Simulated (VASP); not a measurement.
# Al (Pm-3m) in VASP: notebook, part 2 of 2

VASP 6.6.1. The steps go on from the part before.

### Step 3. Relaxation of cell and atoms, PBEsol

File INCAR:

```
SYSTEM = Al
  PREC = Accurate
  ENCUT = 500
  EDIFF = 1E-7
  ISMEAR = 0
  SIGMA = 0.1
  LREAL = .False.
  LASPH = .True.
  NELM = 120
  ALGO = Normal
  ISIF = 3
  LWAVE = .False.
  LCHARG = .False.
  GGA = PS
  IBRION = 2
  NSW = 90
  EDIFFG = -0.04
  GGA_COMPAT = .False.
  NELMIN = 4
```

File KPOINTS:

```
Automatic mesh
0
Gamma
  6 6 6
  0 0 0
```

File POSCAR:

```
Al
1.0
    2.5836678499      0.0000000000      0.0000000000
    0.0000000000      2.5836678499      0.0000000000
    0.0000000000      0.0000000000      2.5836678499
Al
1
Direct
    0.0000000000      0.0000000000      0.0000000000
```

Potentials or basis: VASP PAW PBE potentials, release 64 (Al).

Launch:

```bash
$ cat potpaw_PBE.64/Al/POTCAR > POTCAR
$ mpirun -np 1 vasp_std > vasp.out
```

OUTCAR:

```text
SYSTEM = Al
   PREC = Accurate
   ENCUT = 500
   EDIFF = 1E-7
   ISMEAR = 0
   LREAL = .False.
   LASPH = .True.
   NELM = 120
   ISIF = 3
   GGA = PS
   IBRION = 2
   NSW = 90
   EDIFFG = -0.04
   NELMIN = 4

 ion  position               nearest neighbor table
   1  0.000  0.000  0.000-

  LATTYP: Found a simple cubic cell.
 ALAT       =     2.5836678499

  Lattice vectors:

 A1 = (   2.5836678499,   0.0000000000,   0.0000000000)
 A2 = (   0.0000000000,   2.5836678499,   0.0000000000)
 A3 = (   0.0000000000,   0.0000000000,   2.5836678499)

Analysis of symmetry for initial positions (statically):
=====================================================================
 Subroutine PRICEL returns:
 Original cell was already a primitive cell.

[... 164 lines left out ...]
  energy without entropy =       -3.52226653  energy(sigma->0) =       -3.52567669

 E-fermi :   7.0219     XC(G=0): -10.0478

 val. band max:        6.9811754643   @ k =   0.5000   0.5000   0.1667
 cond. band min:       7.0858412471   @ k =   0.3333   0.1667   0.1667
 fundamental gap:      0.1046657828
 Fermi energy:         7.0218852560

 k-point     1 :       0.0000    0.0000    0.0000
  band No.  band energies     occupation
      1      -3.4449      2.00000
      2      15.4189      0.00000
      3      15.4189      0.00000
      4      17.3815      0.00000
      5      17.3815      0.00000
[... 219 lines left out ...]
--------------------------------------- Ionic step        3  -------------------------------------------

 number of electron       3.0000000 magnetization

 Free energy of the ion-electron system (eV)
  ---------------------------------------------------
  ext. energy  EPLUGINS =         0.00000000
  ---------------------------------------------------
  free energy    TOTEN  =        -3.60482793 eV

  energy without entropy =       -3.59815041  energy(sigma->0) =       -3.60148917

 E-fermi :   5.7378     XC(G=0):  -9.5598

 val. band max:        5.7208332922   @ k =   0.5000   0.5000   0.1667
 cond. band min:       5.8182247938   @ k =   0.3333   0.1667   0.1667
 fundamental gap:      0.0973915016
 Fermi energy:         5.7378426543

 k-point     1 :       0.0000    0.0000    0.0000
  band No.  band energies     occupation
      1      -3.8862      2.00000
      2      13.8109      0.00000
      3      13.8109      0.00000
      4      15.0347      0.00000
      5      15.0347      0.00000
[... 178 lines left out ...]
  FREE ENERGIE OF THE ION-ELECTRON SYSTEM (eV)
  ---------------------------------------------------
  free  energy   TOTEN  =        -3.6048279282 eV

  energy  without entropy=       -3.5981504083  energy(sigma->0) =       -3.60148917

 reached required accuracy - stopping structural energy minimisation
```

OSZICAR:

```text
N       E                     dE             d eps       ncg     rms          rms(c)
DAV:   1    -0.162621385067E+01   -0.16262E+01   -0.92400E+02   210   0.321E+02
DAV:   2    -0.353097371239E+01   -0.19048E+01   -0.17087E+01   285   0.284E+01
DAV:   3    -0.354404171647E+01   -0.13068E-01   -0.12176E-01   275   0.260E+00
[... 21 lines left out ...]
DAV:   2    -0.360505015475E+01    0.33720E-03   -0.40969E-04   210   0.173E-01    0.631E-02
DAV:   3    -0.360484060653E+01    0.20955E-03   -0.15478E-04   205   0.658E-02    0.260E-02
DAV:   4    -0.360482772900E+01    0.12878E-04   -0.14167E-05   235   0.207E-02    0.173E-02
DAV:   5    -0.360482794747E+01   -0.21847E-06   -0.17342E-07   175   0.404E-03    0.843E-04
DAV:   6    -0.360482792822E+01    0.19252E-07   -0.24553E-09   100   0.413E-04
   3 F= -.36048279E+01 E0= -.36014892E+01  d E =-.757411E-01
```

Run time: 7.7 s. Hardware: 1 thread of AMD EPYC 7R43 (Zen 3), shared host; peak memory 0.08 GiB.

What came out:

```
Free energy                            : -3.6048 eV
Relaxed volume                         : 19.77 Å³/atom
Relaxed cell                           : a = 2.704 Å, b = 2.704 Å, c = 2.704 Å, α = 90.00°, β = 90.00°, γ = 90.00°
Space group after relaxing (to 0.05 Å) : Pm-3m (No. 221)
Energy gained by relaxing              : 75.7 meV/atom
Ionic steps                            : 3
Pressure after relaxing                : 0.2 GPa
```

Step by step:
| step | energy change (eV) | largest force (eV/Å) | pressure (GPa) | volume (Å³) |
| --- | --- | --- | --- | --- |
| 1 | 0.0000 | 0.0000 | 10.87 | 17.25 |
| 2 | -0.0734 | 0.0000 | -1.49 | 20.33 |
| 3 | -0.0757 | 0.0000 | 0.23 | 19.77 |

Final structure:
```xyz
1
Lattice="2.7039 0.0000 0.0000 0.0000 2.7039 0.0000 0.0000 0.0000 2.7039" Properties=species:S:1:pos:R:3 pbc="T T T"
Al    0.0000    0.0000    0.0000
```

Caveat: the k points lie up to 0.39 Å⁻¹ apart in the final cell; the PAW data sets were made with another functional, which shifts forces and pressure a little.
